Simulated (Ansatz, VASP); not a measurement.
# One calculation of Bi, two programs

File INCAR:

```
PREC     = Accurate       # precision mode
ENCUT    = 520            # plane-wave cutoff, eV
EDIFF    = 1E-6           # SCF threshold, eV
ISMEAR   = 0              # smearing method
SIGMA    = 0.02           # smearing width, eV
LREAL    = False          # projectors in reciprocal space
LASPH    = True           # aspherical terms in the spheres
NELM     = 80             # most SCF steps
ALGO     = Normal         # electronic algorithm
ISIF     = 2              # what is computed and relaxed
LWAVE    = False          # write WAVECAR
LCHARG   = False          # write CHGCAR
LDIPOL   = True         
IDIPOL   = 3            
DIPOL    = 0.5 0.5 0.500
GGA      = PE             # functional
NBANDS   = 22             # bands
```

File KPOINTS:

```
Automatic mesh
0
Gamma
  9 9 1
```

POSCAR

```
Bi
1.0
    4.3490000000      0.0000000000      0.0000000000
   -2.1745000000      3.7663444811      0.0000000000
    0.0000000000      0.0000000000     28.0000000000
Bi
2
Direct
    0.3333333333      0.6666666667      0.5198035714
    0.6666666667      0.3333333333      0.4801964286
```

Input for Ansatz:

```yaml
crystal:
  lattice:
    - [4.349, 0.0, 0.0]
    - [-2.1745, 3.7663444811, 0.0]
    - [0.0, 0.0, 28.0]
  atoms:
    - { symbol: Bi, position: [0.3333333333, 0.6666666667, 0.5198035714] }
    - { symbol: Bi, position: [0.6666666667, 0.3333333333, 0.4801964286] }
  periodic: [true, true, false]
basis:
  ecutwfc: 420
kpoints:
  mp_grid: { grid: [9, 9, 1] }
hamiltonian:
  xc: pbe
scf:
  occupations: { method: gaussian, width: 0.02 }
output:
  forces: true
  stress: true
  eigenvalues: true
```

Alike in both runs: task single point; functional PBE; k mesh 9 × 9 × 1; occupations gaussian, width 0.02 eV; no spin polarisation.

```csv
,VASP,Ansatz
version,VASP 6.6.1,Ansatz 0.2.0
potentials or method,"VASP PAW PBE potentials, release 64 (Bi_d), cutoff 520 eV","scalar-relativistic, plane waves, PAW"
valence electrons in the cell,30,30
```

VASP gave:

```
gap on the k mesh at the Fermi level (eV) : 0.14
least direct gap on the mesh (eV)         : 0.40
rms of the force components (eV/Å)        : 2.415
```

Which values does Ansatz return?

gap on the k mesh at the Fermi level (eV): 0.15; least direct gap on the mesh (eV): 0.37; rms of the force components (eV/Å): 2.411.

Atom by atom the forces differ by 0.005 eV/Å (rms over components). With one functional, cell and mesh, what is left measures potentials, basis and numerics.

Neither program's run includes spin-orbit coupling.
